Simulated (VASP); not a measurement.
Here is a VASP 6.6.1 calculation.

File INCAR:

```
PREC = Accurate ; ENCUT = 520
EDIFF = 1E-6 ; ISMEAR = 0
SIGMA = 0.15 ; LREAL = False
LASPH = True ; NELM = 60
ALGO = Fast ; ISIF = 2
LWAVE = False ; LCHARG = False
GGA = CA ; NBANDS = 14
```

KPOINTS

```
regular mesh
0
Gamma
  16 16 16
```

POSCAR

```
TiAl
1.0
    3.3057091376      0.0000000000      0.0000000000
    0.0000000000      3.3057091376      0.0000000000
    0.0000000000      0.0000000000      2.9576179654
Ti Al
1 1
Direct
    0.0000000000      0.0000000000      0.0000000000
    0.5000000000      0.5000000000      0.5000000000
```

Potentials or basis: VASP PAW LDA potentials, release 64 (Ti_sv, Al).

Launch:

```console
$ cat potpaw_LDA.64/Ti_sv/POTCAR potpaw_LDA.64/Al/POTCAR > POTCAR
$ mpirun -np 1 vasp_std > vasp.out
```

Task: What does it give for the band gap on the k mesh?

Result: Zero (an odd number of electrons rules out a gap without spin polarisation).

Task: Estimate the pressure.

Result: -5.9 GPa.

Stress tensor (GPa, compression positive):
```
-5.26  0.00  0.00
 0.00 -5.26  0.00
 0.00  0.00 -7.28
```

Caveat: the cell stands under tension.
